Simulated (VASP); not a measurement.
# Al2Au (Fm-3m) in VASP: notebook, part 2 of 2

VASP 6.6.1.

### 5 Single point, BLYP

This run uses another cell than the first one, of 19.30 Å³/atom, 1.040 times its volume.

Contents of INCAR:

```
SYSTEM = Al2Au
PREC = Accurate
ENCUT = 520
EDIFF = 1E-6
ISMEAR = -1
SIGMA = 0.05
LREAL = .False.
LASPH = .True.
NELM = 80
ALGO = Normal
ISIF = 2
LWAVE = .False.
LCHARG = .False.
GGA = B5
ALDAX = 1.0
AGGAX = 1.0
AGGAC = 1.0
ALDAC = 0.0
NBANDS = 16
```

Contents of KPOINTS:

```
Automatic mesh
0
Gamma
  8 8 8
  0 0 0
```

Contents of POSCAR:

```
Al2Au
1.0
    0.0000000000      3.0703521099      3.0703521099
    3.0703521099      0.0000000000      3.0703521099
    3.0703521099      3.0703521099      0.0000000000
Au Al
1 2
Direct
    0.0000000000      0.0000000000      0.0000000000
    0.7500000000      0.7500000000      0.7500000000
    0.2500000000      0.2500000000      0.2500000000
```

Potentials or basis: VASP PAW PBE potentials, release 64 (Au, Al).

On the command line:

```bash
cat potpaw_PBE.64/Au/POTCAR potpaw_PBE.64/Al/POTCAR > POTCAR
mpirun -np 1 vasp_std > vasp.out
```

OUTCAR:

```text
SYSTEM = Al2Au
   PREC = Accurate
   ENCUT = 520
   EDIFF = 1E-6
   ISMEAR = -1
   LREAL = .False.
   LASPH = .True.
   NELM = 80
   ISIF = 2
   GGA = B5

 ion  position               nearest neighbor table
   1  0.000  0.000  0.000-   2 2.66   2 2.66   2 2.66   2 2.66   3 2.66   3 2.66   3 2.66   3 2.66

   2  0.750  0.750  0.750-   1 2.66   1 2.66   1 2.66   1 2.66   3 3.07   3 3.07   3 3.07   3 3.07
                             3 3.07   3 3.07
   3  0.250  0.250  0.250-   1 2.66   1 2.66   1 2.66   1 2.66   2 3.07   2 3.07   2 3.07   2 3.07
                             2 3.07   2 3.07
[... 645 lines left out ...]
     15      14.8240      0.00000
     16      17.3980      0.00000

 [... further k-points ...]
[... 5 lines left out ...]
  --------------------------------------------------------------------------------------
  -------------------------------------------------------------------------------------
  Total        0.1162745      0.1162745      0.1162745      0.0000000      0.0000000      0.0000000
  in kB        3.2181073      3.2181073      3.2181073      0.0000000      0.0000000      0.0000000
  external PRESSURE =       3.2181073 kB  Pullay stress =       0.0000000 kB

 VOLUME and BASIS-vectors are now :
 -----------------------------------------------------------------------------
  energy-cutoff  :      520.00
  volume of cell :       57.89
      direct lattice vectors                 reciprocal lattice vectors
     0.000000000  3.070352110  3.070352110    -0.162847772  0.162847772  0.162847772
     3.070352110  0.000000000  3.070352110     0.162847772 -0.162847772  0.162847772
     3.070352110  3.070352110  0.000000000     0.162847772  0.162847772 -0.162847772

 POSITION                                       TOTAL-FORCE (eV/Angst)
 -----------------------------------------------------------------------------------
      0.00000      0.00000      0.00000         0.000000     -0.000000     -0.000000
      4.60553      4.60553      4.60553        -0.000000     -0.000000      0.000000
      1.53518      1.53518      1.53518         0.000000      0.000000     -0.000000
 -----------------------------------------------------------------------------------
    total drift:                               -0.000000     -0.000000     -0.000000

  FREE ENERGIE OF THE ION-ELECTRON SYSTEM (eV)
  ---------------------------------------------------
  free  energy   TOTEN  =        -9.5716910448 eV

  energy  without entropy=       -9.5623931611  energy(sigma->0) =       -9.56704210
```

OSZICAR:

```text
N       E                     dE             d eps       ncg     rms          rms(c)
DAV:   1     0.544654583600E+02    0.54465E+02   -0.69114E+03   960   0.873E+02
DAV:   2    -0.933257348425E+01   -0.63798E+02   -0.58303E+02  1136   0.167E+02
DAV:   3    -0.107531046904E+02   -0.14205E+01   -0.14157E+01  1176   0.234E+01
DAV:   4    -0.107660616007E+02   -0.12957E-01   -0.12956E-01  1088   0.258E+00
DAV:   5    -0.107663386319E+02   -0.27703E-03   -0.27703E-03  1264   0.389E-01    0.868E+00
DAV:   6    -0.966027500137E+01    0.11061E+01   -0.46922E+00  1040   0.216E+01    0.344E+00
DAV:   7    -0.958811599922E+01    0.72159E-01   -0.24826E-01   968   0.493E+00    0.159E+00
DAV:   8    -0.957155553396E+01    0.16560E-01   -0.31777E-02  1072   0.120E+00    0.371E-01
DAV:   9    -0.957145327024E+01    0.10226E-03   -0.36950E-03  1120   0.602E-01    0.170E-01
DAV:  10    -0.957169500376E+01   -0.24173E-03   -0.38175E-04  1000   0.128E-01    0.303E-02
DAV:  11    -0.957169052642E+01    0.44773E-05   -0.95463E-06  1264   0.222E-02    0.162E-02
DAV:  12    -0.957169104484E+01   -0.51842E-06   -0.26260E-06   960   0.112E-02
   1 F= -.95716910E+01 E0= -.95670421E+01  d E =-.929788E-02
```

stdout:

```text
POSCAR found type information on POSCAR AuAl
 POSCAR found :  2 types and       3 ions
 scaLAPACK will be used
 -----------------------------------------------------------------------------
|                                                                             |
|                                                                             |
|     You enforced a specific xc type in the INCAR file but a different       |
|     I HOPE YOU KNOW WHAT YOU ARE DOING!                                     |
|                                                                             |
 -----------------------------------------------------------------------------

 LDA part: xc-table for (Slater(with rela. corr.)+VWN5), standard interpolation
 POSCAR, INCAR and KPOINTS ok, starting setup
 FFT: planning ... GRIDC
 FFT: planning ... GRID_SOFT
 FFT: planning ... GRID
 WAVECAR not read
 entering main loop
```

It took 36 s on 1 thread of AMD EPYC 7R43 (Zen 3), shared host; peak memory 0.15 GiB.

What came out:

| Item | Value |
| --- | --- |
| Free energy | -9.5717 eV |
| Pressure | 0.3 GPa |

Caveat: the PAW data sets were made with another functional, which shifts forces and pressure a little; spin-orbit coupling is left out, which moves the levels of the heavy elements.

### 6 Single point, r2SCAN

This run uses another cell than the first one, of 18.07 Å³/atom, 0.974 times its volume.

Contents of POSCAR:

```
Al2Au
1.0
    0.0000000000      3.0038570780      3.0038570780
    3.0038570780      0.0000000000      3.0038570780
    3.0038570780      3.0038570780      0.0000000000
Au Al
1 2
Direct
    0.0000000000      0.0000000000      0.0000000000
    0.7500000000      0.7500000000      0.7500000000
    0.2500000000      0.2500000000      0.2500000000
```

Contents of INCAR.step1:

```
SYSTEM = Al2Au
ALGO = Normal
EDIFF = 1E-4
ENCUT = 520
GGA = PE
ISMEAR = -1
LASPH = .TRUE.
LCHARG = .FALSE.
LREAL = .FALSE.
LWAVE = .TRUE.
NBANDS = 16
NELM = 60
PREC = Accurate
SIGMA = 0.05
```

Contents of INCAR.step2:

```
SYSTEM = Al2Au
ALGO = Normal
EDIFF = 1E-7
ENCUT = 520
ISIF = 2
ISMEAR = -1
ISTART = 1
LASPH = .TRUE.
LCHARG = .FALSE.
LMIXTAU = .TRUE.
LREAL = .FALSE.
LWAVE = .FALSE.
METAGGA = R2SCAN
NBANDS = 16
NELM = 60
PREC = Accurate
SIGMA = 0.05
```

Contents of KPOINTS:

```
k-points
0
G
  8 8 8
  0 0 0
```

Potentials or basis: VASP PAW PBE potentials, release 64 (Au, Al).

On the command line:

```bash
cat potpaw_PBE.64/Au/POTCAR potpaw_PBE.64/Al/POTCAR > POTCAR
cp INCAR.step1 INCAR
mpirun -np 1 vasp_std > vasp.out
cp INCAR.step2 INCAR
mpirun -np 1 vasp_std > vasp.out
```

Run time: 2.3 min. Hardware: 1 thread of AMD EPYC 7R43 (Zen 3), shared host; peak memory 0.15 GiB.

It converged, with:

| Item | Value |
| --- | --- |
| Free energy | -65.5561 eV |
| Pressure | -0.3 GPa |

Levels at points of the mesh, in eV from the Fermi level:
```
           k point  band 5  band 6  band 7  band 8  band 9  band 10  band 11  band 12  band 13  band 14
(0.00, 0.00, 0.00)   -5.94   -5.94    2.86    3.03    3.03     3.03     4.15     4.15     4.15     6.25
(0.50, 0.00, 0.00)   -5.80   -5.80   -5.74    0.32    0.32     3.79     4.03     4.08     4.08     9.34
(0.50, 0.50, 0.00)   -6.07   -5.61   -5.31   -2.26   -2.26     1.54     2.36     8.00    10.60    10.60
```

Caveat: the PAW data sets were made with another functional, which shifts forces and pressure a little; spin-orbit coupling is left out, which moves the levels of the heavy elements.

### 7 Summary

```tsv
level	cell	gap on the mesh (eV)	pressure (GPa)
PBE	a = 4.285 Å, angles 60.0°, 3 atoms	none	-0.3
RPBE	a = 4.312 Å, angles 60.0°, 3 atoms	none	-0.3
revPBE	a = 4.305 Å, angles 60.0°, 3 atoms	none	-0.3
BLYP	a = 4.342 Å, angles 60.0°, 3 atoms	none	0.3
r2SCAN	a = 4.248 Å, angles 60.0°, 3 atoms	none	-0.3
```

Alike in all rows: task single point; potentials or basis VASP PAW PBE potentials, release 64 (Au, Al); no spin polarisation; k mesh 8 × 8 × 8; cutoff (eV) 520; smearing fermi-dirac 0.05 eV.

Caveats: spin-orbit coupling is left out, which moves the levels of the heavy elements; the PAW data sets were made with another functional, which shifts forces and pressure a little (some runs).

Total energies depend on the potentials used, so only differences within one code and one set of settings carry meaning.
